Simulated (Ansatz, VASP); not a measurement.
## One calculation of MnPt2, two programs

The input INCAR:

```
ALGO = Normal ; EDIFF = 1E-6
ENCUT = 500 ; GGA = PS
GGA_COMPAT = F ; ISIF = 2
ISMEAR = 0 ; ISPIN = 2
LASPH = T ; LCHARG = F
LMAXMIX = 4 ; LORBIT = 11
LREAL = F ; LWAVE = F
MAGMOM = 4.1 0.37 0.37 ; NBANDS = 28
NELM = 200 ; PREC = Accurate
SIGMA = 0.1
```

KPOINTS

```
k-points
0
Gamma
  18 18 8
```

File POSCAR:

```
MnPt2
1.0
    2.8584044518      0.0000000000      0.0000000000
   -1.4292022259      2.4754508696      0.0000000000
    0.0000000000      0.0000000000      6.5325040000
Mn Pt
1 2
Direct
    0.0000000000      0.0000000000      0.0000000000
    0.3333333300      0.6666666700      0.6837940000
    0.6666666700      0.3333333300      0.3162060000
```

Input for Ansatz:

```yaml
crystal:
  lattice:
    - [2.8584044518, 0.0, 0.0]
    - [-1.4292022259, 2.4754508696, 0.0]
    - [0.0, 0.0, 6.532504]
  atoms:
    - { symbol: Mn, position: [0.0, 0.0, 0.0], spin: 4.1 }
    - { symbol: Pt, position: [0.33333333, 0.66666667, 0.683794], spin: 0.37 }
    - { symbol: Pt, position: [0.66666667, 0.33333333, 0.316206], spin: 0.37 }
basis:
  ecutwfc: 420
kpoints:
  mp_grid: { grid: [18, 18, 8] }
hamiltonian:
  xc: pbesol
scf:
  occupations: { method: gaussian, width: 0.1 }
output:
  forces: true
  stress: true
  eigenvalues: true
  populations: true
magnetization:
  spin_polarized: true
```

Alike in both runs: task single point; functional PBEsol; k mesh 18 × 18 × 8; occupations gaussian, width 0.1 eV; collinear spin.

|  | VASP | Ansatz |
| --- | --- | --- |
| version | VASP 6.6.1 | Ansatz 0.2.0 |
| potentials or method | VASP PAW PBE potentials, release 64 (Mn_pv, Pt), cutoff 500 eV | scalar-relativistic, plane waves, PAW |
| valence electrons in the cell | 33 | 51 |

```csv
,VASP,Ansatz,Ansatz less VASP
gap on the k mesh at the Fermi level (eV),none,none,-
pressure (GPa),-9.2,-9.1,+0.11
"traceless stress, the component that is largest in VASP (GPa)",1.18,1.06,-0.119
rms of the force components (eV/Å),0.015,0.009,-0.0058
net moment per atom (μB),1.51,1.50,-0.004
size of the moment on the site where the two differ most (μB),3.74,3.72,-0.026
```

VASP's potentials were made for PBE, not for PBEsol. Site moments also hang on the region over which each program counts them. Atom by atom the forces differ by 0.006 eV/Å (rms over components). A gap of «none» marks a metal or a gap that the smearing closes. VASP's potentials hold 33 valence electrons a cell and Ansatz's 51, so a difference there can come from the potentials and not from the codes.

Neither program's run includes spin-orbit coupling.
